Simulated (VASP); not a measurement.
# Ge (Cmmm) in VASP: notebook

Runs on Ge. Level: PBE. Tasks: single point.

All numbers are computed with VASP 6.6.1; they aren't measurements. Logs are shortened: lines on timing, memory, paths and dates and some standing lists are left out, and cuts for length are marked.

### Step 1. The cell of the first run

It takes space group Cmmm (No. 65, orthorhombic). The conventional cell has a = 2.794 Å, b = 5.201 Å, c = 2.631 Å, α = 90.00°, β = 90.00°, γ = 90.00°. Within 3.5 Å of Ge (site symmetry mmm) lie 8 Ge at 2.63 to 2.95 Å.

### Step 2. Single point, PBE (strain +0.000 along x and y, -0.025 along z)

Contents of INCAR:

```
SYSTEM = Ge
PREC = Accurate ; ENCUT = 520
EDIFF = 1E-6 ; ISMEAR = 0
SIGMA = 0.15 ; LREAL = .False.
LASPH = .True. ; NELM = 100
ALGO = Normal ; ISIF = 2
LWAVE = .False. ; LCHARG = .False.
GGA = PE ; NBANDS = 13
```

Contents of KPOINTS:

```
regular mesh
0
Gamma
  20 20 18
  0 0 0
```

Contents of POSCAR:

```
Ge
1.0
    1.3971490000     -2.6005160000      0.0000000000
    1.3971490000      2.6005160000      0.0000000000
    0.0000000000      0.0000000000      2.6307752250
Ge
1
Direct
    0.5000000000      0.5000000000      0.0000000000
```

Potentials or basis: VASP PAW PBE potentials, release 64 (Ge_d).

Started as:

```console
> cat potpaw_PBE.64/Ge_d/POTCAR > POTCAR
> mpirun -np 1 vasp_std > vasp.out
```

OUTCAR:

```text
SYSTEM = Ge
   PREC = Accurate
   ENCUT = 520
   EDIFF = 1E-6
   ISMEAR = 0
   LREAL = .False.
   LASPH = .True.
   NELM = 100
   ISIF = 2
   GGA = PE

 ion  position               nearest neighbor table
   1  0.500  0.500  0.000-

  LATTYP: Found a base centered orthorhombic cell.
 ALAT       =     2.7942980000
 B/A-ratio  =     1.8613018368
 C/A-ratio  =     0.9414798368

  Lattice vectors:

 A1 = (   1.3971490000,  -2.6005160000,   0.0000000000)
 A2 = (   1.3971490000,   2.6005160000,   0.0000000000)
 A3 = (   0.0000000000,   0.0000000000,   2.6307752250)

Analysis of symmetry for initial positions (statically):
=====================================================================
 Subroutine PRICEL returns:
 Original cell was already a primitive cell.

 Routine SETGRP: Setting up the symmetry group for a
 base centered orthorhombic supercell.

 Subroutine GETGRP returns: Found  8 space group operations
 (whereof  8 operations were pure point group operations)
 out of a pool of  8 trial point group operations.

The static configuration has the point symmetry D_2h.

Analysis of symmetry for dynamics (positions and initial velocities):
=====================================================================
 Subroutine PRICEL returns:
 Original cell was already a primitive cell.

 Routine SETGRP: Setting up the symmetry group for a
 base centered orthorhombic supercell.

 Subroutine GETGRP returns: Found  8 space group operations
 (whereof  8 operations were pure point group operations)
 out of a pool of  8 trial point group operations.

The dynamic configuration has the point symmetry D_2h.

 Subroutine INISYM returns: Found  8 space group operations
 (whereof  8 operations are pure point group operations),
 and found     1 'primitive' translations

----------------------------------------------------------------------------------------

                                     Primitive cell

  volume of cell :      19.1168

  direct lattice vectors                    reciprocal lattice vectors
     1.397149000 -2.600516000  0.000000000     0.357871637 -0.192269534  0.000000000
     1.397149000  2.600516000  0.000000000     0.357871637  0.192269534  0.000000000
     0.000000000  0.000000000  2.630775225     0.000000000  0.000000000  0.380116093

  length of vectors
     2.952068562  2.952068562  2.630775225     0.406250763  0.406250763  0.380116093

  position of ions in fractional coordinates (direct lattice)
     0.500000000  0.500000000  0.000000000

[... 84 lines left out ...]
   TEBEG  =    0.0;   TEEND  =   0.0 temperature during run
   PSTRESS=    0.0 pullay stress
   NELECT =      14.0000    total number of electrons
   NUPDOWN=      -1.0000    fix difference up-down
   EMIN   =  10.00;   EMAX   =-10.00  energy-range for DOS
   EFERMI =   0.00;   METHOD = LEGACY
   ISMEAR =     0;   SIGMA  =   0.15  broadening in eV -4-tet -1-fermi 0-gaus
   EFERMI_NEDOS =   21; number of points for ismear=-14 and -15
   IALGO  =     38    algorithm
   IMIX   =      4    mixing-type and parameters
     AMIX     =   0.40;   BMIX     =  1.00
     AMIX_MAG =   1.60;   BMIX_MAG =  1.00
  volume/ion in A,a.u.               =      19.12       129.01
  Fermi-wavevector in a.u.,A,eV,Ry     =   1.475635  2.788545 29.626654  2.177498
  Thomas-Fermi vector in A             =   2.590260
   LORBIT       =      0    0 simple, 1 ext, 2 COOP (PROOUT), +10 PAW based schemes
   GGA     = PE    functional components
   LHFCALC =     F    Hartree Fock is set to
   AEXX    =    0.0000 exact exchange contribution
   IVDW    =     0    specifies the selected vdW correction
   LEPSILON=     F    determine dielectric tensor
   LRPA    =     F    only Hartree local field effects (RPA)
 non-spin polarized calculation
 Gauss-broadening in eV      SIGMA  =   0.15
  energy-cutoff  :      520.00
  volume of cell :       19.12
 maximum number of plane-waves:       528
 NGX is ok and might be reduce to    24
   NGX = 11   NGY = 11   NGZ =  9

 number of electron      14.0000010 magnetization

 Free energy of the ion-electron system (eV)
  ---------------------------------------------------
  ext. energy  EPLUGINS =         0.00000000
  ---------------------------------------------------
  free energy    TOTEN  =        -4.26524744 eV

  energy without entropy =       -4.26023201  energy(sigma->0) =       -4.26273973

 E-fermi :   6.5160     XC(G=0): -11.1645

 val. band max:        6.5148745347   @ k =   0.4000   0.0000   0.5000
 cond. band min:       6.5183362369   @ k =   0.2500   0.0500   0.0556
 fundamental gap:      0.0034617021
 Fermi energy:         6.5159637567

 k-point     1 :       0.0000    0.0000    0.0000
  band No.  band energies     occupation
      1     -18.2992      2.00000
      2     -18.2132      2.00000
      3     -18.1623      2.00000
      4     -18.0502      2.00000
      5     -18.0323      2.00000
      6      -6.5844      2.00000
      7      13.4277      0.00000
      8      13.9591      0.00000
      9      14.9283      0.00000
     10      17.0705      0.00000
     11      18.9677      0.00000
     12      21.3402      0.00000
     13      21.4208      0.00000
[... 354 lines left out ...]
  band No.  band energies     occupation
      1     -18.2645      2.00000
      2     -18.1851      2.00000
      3     -18.1071      2.00000
      4     -18.0730      2.00000
      5     -18.0548      2.00000
      6      -4.0547      2.00000
      7       5.0767      2.00000
      8       9.6544      0.00000
      9      15.4926      0.00000
     10      16.2500      0.00000
     11      20.5686      0.00000
     12      27.1665      0.00000
     13      27.2846      0.00000

 [... further k-points ...]

------------------------ aborting loop because EDIFF is reached ----------------------------------------

  FORCE on cell =-STRESS in cart. coord.  units (eV):
  Direction    XX          YY          ZZ          XY          YZ          ZX
  --------------------------------------------------------------------------------------
  -------------------------------------------------------------------------------------
  Total        0.0351607     -0.1969397      0.5058232     -0.0000000      0.0000000      0.0000000
  in kB        2.9468080    -16.5054676     42.3929161     -0.0000000      0.0000000      0.0000000
  external PRESSURE =       9.6114188 kB  Pullay stress =       0.0000000 kB

 VOLUME and BASIS-vectors are now :
 -----------------------------------------------------------------------------
  energy-cutoff  :      520.00
  volume of cell :       19.12
      direct lattice vectors                 reciprocal lattice vectors
     1.397149000 -2.600516000  0.000000000     0.357871637 -0.192269534  0.000000000
     1.397149000  2.600516000  0.000000000     0.357871637  0.192269534  0.000000000
     0.000000000  0.000000000  2.630775225     0.000000000  0.000000000  0.380116093

 POSITION                                       TOTAL-FORCE (eV/Angst)
 -----------------------------------------------------------------------------------
      1.39715      0.00000      0.00000        -0.000000      0.000000      0.000000
 -----------------------------------------------------------------------------------
    total drift:                               -0.000000     -0.000000     -0.000000

  FREE ENERGIE OF THE ION-ELECTRON SYSTEM (eV)
  ---------------------------------------------------
  free  energy   TOTEN  =        -4.2652474442 eV

  energy  without entropy=       -4.2602320121  energy(sigma->0) =       -4.26273973
```

Run time: 4.5 min. Hardware: 1 thread of AMD EPYC 7R13 (Zen 3), shared host; peak memory 0.31 GiB.

Results:

| Quantity | Value |
| --- | --- |
| Free energy | -4.2652 eV |
| Pressure | 1.0 GPa |
| Band gap on the k mesh | zero (band 7 reaches 13.43 eV, above the bottom of band 8 at 3.47 eV) |

Stress tensor (GPa, compression positive):
```
 0.29  0.00  0.00
 0.00 -1.65  0.00
 0.00  0.00  4.24
```

Caveat: the cell differs from its parent crystal (strain +0.000 along x and y, -0.025 along z).

### Step 3. Single point, PBE (strain -0.025 along x and y, +0.025 along z)

Contents of INCAR:

```
SYSTEM = Ge
PREC     = Accurate       ! precision mode
ENCUT    = 520            ! plane-wave cutoff, eV
EDIFF    = 1E-6           ! SCF threshold, eV
ISMEAR   = 0              ! smearing method
SIGMA    = 0.15           ! smearing width, eV
LREAL    = .FALSE.        ! projectors in reciprocal space
LASPH    = .TRUE.         ! aspherical terms in the spheres
NELM     = 60             ! most SCF steps
ALGO     = Normal         ! electronic algorithm
ISIF     = 2              ! what is computed and relaxed
LWAVE    = .FALSE.        ! write WAVECAR
LCHARG   = .FALSE.        ! write CHGCAR
GGA      = PE             ! functional
NBANDS   = 13             ! bands
```

Contents of KPOINTS:

```
Automatic mesh
0
G
  20 20 18
  0 0 0
```

Contents of POSCAR:

```
Ge
1.0
    1.3622202750     -2.5355031000      0.0000000000
    1.3622202750      2.5355031000      0.0000000000
    0.0000000000      0.0000000000      2.7656867750
Ge
1
Direct
    0.5000000000      0.5000000000      0.0000000000
```

Potentials or basis: VASP PAW PBE potentials, release 64 (Ge_d).

Started as:

```console
> cat potpaw_PBE.64/Ge_d/POTCAR > POTCAR
> mpirun -np 1 vasp_std > vasp.out
```

Run time: 5 min. Hardware: 1 thread of AMD EPYC 7R13 (Zen 3), shared host; peak memory 0.32 GiB.

Results (log left out):

```yaml
Free_energy: -4.2527 eV
Pressure: 1.3 GPa
Band_gap_on_the_k_mesh: zero (band 7 reaches 12.50 eV, above the bottom of band 8 at 3.65 eV)
```

Stress tensor (GPa, compression positive):
```
 5.44  0.00  0.00
 0.00  2.71  0.00
 0.00  0.00 -4.17
```

Levels at points of the mesh, in eV from the Fermi level:
```
           k point  band 3  band 4  band 5  band 6  band 7  band 8  band 9  band 10  band 11  band 12
(0.00, 0.00, 0.00)  -24.65  -24.55  -24.53  -13.10    5.54    8.06    9.35     9.72    13.19    15.85
(0.50, 0.00, 0.00)  -24.60  -24.56  -24.53   -7.50   -5.43    4.00    8.01     9.85    15.59    15.84
(0.50, 0.50, 0.00)  -24.60  -24.55  -24.54   -8.44   -5.67    5.91    9.13     9.77    15.22    15.26
(0.00, 0.00, 0.50)  -24.60  -24.59  -24.58   -9.74   -5.86   10.58   12.23    16.40    17.08    18.20
(0.50, 0.00, 0.50)  -24.62  -24.54  -24.46   -3.76   -2.73   -1.31    3.59     6.53    11.82    13.75
(0.50, 0.50, 0.50)  -24.59  -24.54  -24.49   -4.81   -2.92   -2.02    3.17     8.46    13.75    15.44
```

Caveat: the cell differs from its parent crystal (strain -0.025 along x and y, +0.025 along z).
